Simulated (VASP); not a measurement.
# Al16As15 (a cell with a defect) in VASP: single point with PBE

Aim: the single point of Al16As15 (a cell with a defect) with PBE.

Everything below comes from runs of VASP 6.6.1. Logs are shortened: lines on timing, memory, paths and dates and some standing lists are left out, and cuts for length are marked.

## Step 1: The cell of the first run

The cell holds a defect, 31 atoms: a = 9.921 Å, b = 9.921 Å, c = 9.921 Å, α = 109.47°, β = 109.47°, γ = 109.47°.

## Step 2: Single point, PBE

INCAR reads:

```
ALGO = Normal ; EDIFF = 1E-6
ENCUT = 520 ; GGA = PE
ISIF = 2 ; ISMEAR = 0
LASPH = T ; LCHARG = F
LREAL = Auto ; LWAVE = F
NBANDS = 82 ; NELECT = 124.0
NELM = 80 ; PREC = Accurate
SIGMA = 0.01
```

KPOINTS reads:

```
Automatic mesh
0
Gamma
  2 2 2
  0.5 0.5 0.5
```

POSCAR reads:

```
Al16As15
1.0
   -5.7279123634      5.7279123634      5.7279123634
    5.7279123634     -5.7279123634      5.7279123634
    5.7279123634      5.7279123634     -5.7279123634
Al As
16 15
Direct
    0.5376186641      0.0000000000      0.5000000000
    0.5028817411      0.2538834857      0.2528817411
    0.4961165143      0.4989982554     -0.0010017446
    0.7500000000      0.7876186641      0.5000000000
    0.5028817411      0.7528817411      0.7538834857
    0.7500000000      0.0000000000      0.2876186641
    0.7500000000      0.2471182589      0.0010017446
   -0.0028817411      0.5010017446      0.5000000000
    0.7500000000      0.5010017446      0.7471182589
    0.0038834857      0.7528817411      0.2528817411
   -0.0028817411      0.0000000000      0.0010017446
    0.2510017446      0.2471182589      0.5000000000
   -0.0376186641      0.2123813359      0.7123813359
    0.2489982554      0.4989982554      0.2461165143
    0.2489982554      0.7461165143     -0.0010017446
    0.2510017446      0.0000000000      0.7471182589
    0.7500000000      0.2442624442      0.2532760155
    0.7500000000      0.5000000000      0.0000000000
   -0.0057375558      0.7532760155      0.5000000000
    0.7500000000      0.7532760155      0.7442624442
   -0.0057375558      0.0000000000      0.2532760155
   -0.0032760155      0.2467239845     -0.0090135713
    0.2500000000      0.5000000000      0.5000000000
   -0.0032760155      0.4909864287      0.7467239845
    0.2590135713      0.7557375558      0.2557375558
    0.2500000000      0.0000000000      0.0000000000
    0.5032760155      0.2442624442      0.5000000000
    0.2409864287      0.2467239845      0.7467239845
    0.5057375558      0.5090135713      0.2557375558
    0.5057375558      0.7557375558      0.0090135713
    0.5032760155      0.0000000000      0.7442624442
```

Potentials or basis: VASP PAW PBE potentials, release 64 (Al, As).

Command:

```
> cat potpaw_PBE.64/Al/POTCAR potpaw_PBE.64/As/POTCAR > POTCAR
> mpirun -np 1 vasp_std > vasp.out
```

OUTCAR:

```text
EDIFF = 1E-6
   ENCUT = 520
   GGA = PE
   ISIF = 2
   ISMEAR = 0
   LASPH = T
   LREAL = Auto
   NELECT = 124.0
   NELM = 80
   PREC = Accurate

 ion  position               nearest neighbor table
   1  0.538  0.000  0.500-  25 2.56  27 2.56  31 2.56
   2  0.503  0.254  0.253-  17 2.48  27 2.48  26 2.51  29 2.51
   3  0.496  0.499  0.999-  29 2.48  30 2.48  18 2.51  28 2.51
   4  0.750  0.788  0.500-  19 2.56  20 2.56  29 2.56
   5  0.503  0.753  0.754-  20 2.48  31 2.48  23 2.51  30 2.51
   6  0.750  0.000  0.288-  17 2.56  21 2.56  30 2.56
   7  0.750  0.247  0.001-  31 2.48  22 2.48  18 2.51  17 2.51
   8  0.997  0.501  0.500-  17 2.48  24 2.48  23 2.51  19 2.51
   9  0.750  0.501  0.747-  24 2.48  27 2.48  18 2.51  20 2.51
  10  0.004  0.753  0.253-  19 2.48  21 2.48  18 2.51  25 2.51
  11  0.997  0.000  0.001-  20 2.48  22 2.48  26 2.51  21 2.51
  12  0.251  0.247  0.500-  21 2.48  28 2.48  23 2.51  27 2.51
  13  0.962  0.212  0.712-  22 2.56  24 2.56  28 2.56
  14  0.249  0.499  0.246-  25 2.48  29 2.48  23 2.51  22 2.51
  15  0.249  0.746  0.999-  25 2.48  30 2.48  26 2.51  24 2.51
  16  0.251  0.000  0.747-  19 2.48  28 2.48  26 2.51  31 2.51
  17  0.750  0.244  0.253-   2 2.48   8 2.48   7 2.51   6 2.56
  18  0.750  0.500  0.000-   7 2.51   9 2.51  10 2.51   3 2.51
  19  0.994  0.753  0.500-  10 2.48  16 2.48   8 2.51   4 2.56
[... 10 lines left out ...]
  30  0.506  0.756  0.009-   3 2.48  15 2.48   5 2.51   6 2.56
  31  0.503  0.000  0.744-   7 2.48   5 2.48  16 2.51   1 2.56

  LATTYP: Found a body centered cubic cell.
 ALAT       =    11.4558247268

  Lattice vectors:

 A1 = (  -5.7279123634,   5.7279123634,   5.7279123634)
 A2 = (   5.7279123634,  -5.7279123634,   5.7279123634)
 A3 = (   5.7279123634,   5.7279123634,  -5.7279123634)

Analysis of symmetry for initial positions (statically):
=====================================================================
 Subroutine PRICEL returns:
 Original cell was already a primitive cell.

 Routine SETGRP: Setting up the symmetry group for a
 body centered cubic supercell.

 Subroutine GETGRP returns: Found 24 space group operations
 (whereof  2 operations were pure point group operations)
 out of a pool of 48 trial point group operations.

The static configuration has the point symmetry C_1h.
 The point group associated with its full space group is T_d .

Analysis of symmetry for dynamics (positions and initial velocities):
=====================================================================
 Subroutine PRICEL returns:
 Original cell was already a primitive cell.

 Routine SETGRP: Setting up the symmetry group for a
 body centered cubic supercell.

[... 156 lines left out ...]
   EFERMI_NEDOS =   21; number of points for ismear=-14 and -15
   IALGO  =     38    algorithm
   IMIX   =      4    mixing-type and parameters
     AMIX     =   0.40;   BMIX     =  1.00
     AMIX_MAG =   1.60;   BMIX_MAG =  1.00
  volume/ion in A,a.u.               =      24.25       163.64
  Fermi-wavevector in a.u.,A,eV,Ry     =   0.897840  1.696672 10.967887  0.806117
  Thomas-Fermi vector in A             =   2.020475
   LORBIT       =      0    0 simple, 1 ext, 2 COOP (PROOUT), +10 PAW based schemes
   GGA     = PE    functional components
   LHFCALC =     F    Hartree Fock is set to
   AEXX    =    0.0000 exact exchange contribution
   IVDW    =     0    specifies the selected vdW correction
   LEPSILON=     F    determine dielectric tensor
   LRPA    =     F    only Hartree local field effects (RPA)
 non-spin polarized calculation
 Gauss-broadening in eV      SIGMA  =   0.01
  energy-cutoff  :      520.00
  volume of cell :      751.71
 maximum number of plane-waves:     20280
 NGX is ok and might be reduce to    80
   NGX = 37   NGY = 37   NGZ = 37

 number of electron     123.9999999 magnetization

 Free energy of the ion-electron system (eV)
  ---------------------------------------------------
  ext. energy  EPLUGINS =         0.00000000
  ---------------------------------------------------
  free energy    TOTEN  =      -136.90334184 eV

  energy without entropy =     -136.89804170  energy(sigma->0) =     -136.90069177

 E-fermi :   4.5901     XC(G=0):  -8.8488

 val. band max:        4.2635043499   @ k =  -0.2500   0.2500   0.2500
 cond. band min:       4.5969718864   @ k =  -0.2500   0.2500   0.2500
 fundamental gap:      0.3334675365
 Fermi energy:         4.5901311958

 k-point     1 :       0.2500    0.2500    0.2500
  band No.  band energies     occupation
      1      -7.6666      2.00000
      2      -7.6666      2.00000
      3      -7.6666      2.00000
      4      -7.5216      2.00000
      5      -6.7137      2.00000
      6      -6.7137      2.00000
[... 66 lines left out ...]
     73       5.9854      0.00000
     74       5.9960      0.00000

 k-point     2 :      -0.2500    0.2500    0.2500
  band No.  band energies     occupation
      1      -7.9776      2.00000
      2      -7.3431      2.00000
      3      -7.3431      2.00000
      4      -7.3223      2.00000
      5      -7.2412      2.00000
      6      -6.9308      2.00000
[... 66 lines left out ...]
     73       6.8040      0.00000
     74       6.8040      0.00000
 [bands above 74 left out]

------------------------ aborting loop because EDIFF is reached ----------------------------------------

  FORCE on cell =-STRESS in cart. coord.  units (eV):
  Direction    XX          YY          ZZ          XY          YZ          ZX
  --------------------------------------------------------------------------------------
  -------------------------------------------------------------------------------------
  Total        0.0930108      0.0930108      0.0930108     -0.0000000      0.0000000      0.0000000
  in kB        0.1982417      0.1982417      0.1982417     -0.0000000      0.0000000      0.0000000
  external PRESSURE =       0.1982417 kB  Pullay stress =       0.0000000 kB

 VOLUME and BASIS-vectors are now :
 -----------------------------------------------------------------------------
  energy-cutoff  :      520.00
  volume of cell :      751.71
      direct lattice vectors                 reciprocal lattice vectors
    -5.727912363  5.727912363  5.727912363     0.000000000  0.087291838  0.087291838
     5.727912363 -5.727912363  5.727912363     0.087291838  0.000000000  0.087291838
     5.727912363  5.727912363 -5.727912363     0.087291838  0.087291838  0.000000000

 POSITION                                       TOTAL-FORCE (eV/Angst)
 -----------------------------------------------------------------------------------
     -0.21548      5.94339      0.21548        -0.014710      0.014710      0.014710
      0.02224      2.87472      2.88620        -0.001645      0.003873     -0.001645
      5.73868      5.70567     -0.02224         0.003873      0.001645      0.001645
      3.07943      2.64848      5.94339         0.014710     -0.014710      0.014710
      5.75016      2.88620      2.87472        -0.001645     -0.001645      0.003873
     -2.64848      5.94339      2.64848         0.014710      0.014710     -0.014710
[... 23 lines left out ...]
      1.48361     -1.38035      7.17399        -0.004596     -0.004596     -0.005606
      1.38035      7.14579     -1.38035         0.004596      0.005606     -0.004596
 -----------------------------------------------------------------------------------
    total drift:                               -0.000004     -0.000004     -0.000006

  FREE ENERGIE OF THE ION-ELECTRON SYSTEM (eV)
  ---------------------------------------------------
  free  energy   TOTEN  =      -136.9033418414 eV

  energy  without entropy=     -136.8980417026  energy(sigma->0) =     -136.90069177
```

It took 7.4 min on 1 thread of Intel Xeon 8259CL, shared host; peak memory 0.93 GiB.

What came out:

```yaml
Free_energy: -136.9033 eV
Largest_force: 0.025 eV/Å
```

Forces on the atoms (eV/Å):
```
Al  -0.015  0.015  0.015
Al  -0.002  0.004 -0.002
Al   0.004  0.002  0.002
Al   0.015 -0.015  0.015
Al  -0.002 -0.002  0.004
Al   0.015  0.015 -0.015
Al  -0.004 -0.002  0.002
Al  -0.002  0.002 -0.004
Al  -0.004  0.002 -0.002
Al   0.004 -0.002 -0.002
Al  -0.002 -0.004  0.002
Al   0.002 -0.002 -0.004
Al  -0.015 -0.015 -0.015
Al   0.002  0.002  0.004
Al   0.002  0.004  0.002
Al   0.002 -0.004 -0.002
As   0.006 -0.005  0.005
As   0.000  0.000  0.000
As  -0.005  0.005  0.006
As   0.006  0.005 -0.005
As  -0.005  0.006  0.005
As   0.005  0.005 -0.006
As   0.000  0.000  0.000
As   0.005 -0.006  0.005
As  -0.006 -0.005 -0.005
As   0.000  0.000  0.000
As   0.005 -0.005  0.006
As  -0.006  0.005  0.005
As  -0.005 -0.006 -0.005
As  -0.005 -0.005 -0.006
As   0.005  0.006 -0.005
```

Caveat: the k points lie up to 0.39 Å⁻¹ apart; the cell carries a net charge on a neutralising background, which shifts energy and pressure; the cell is charged against a uniform background, so pressure and absolute levels hang on convention.
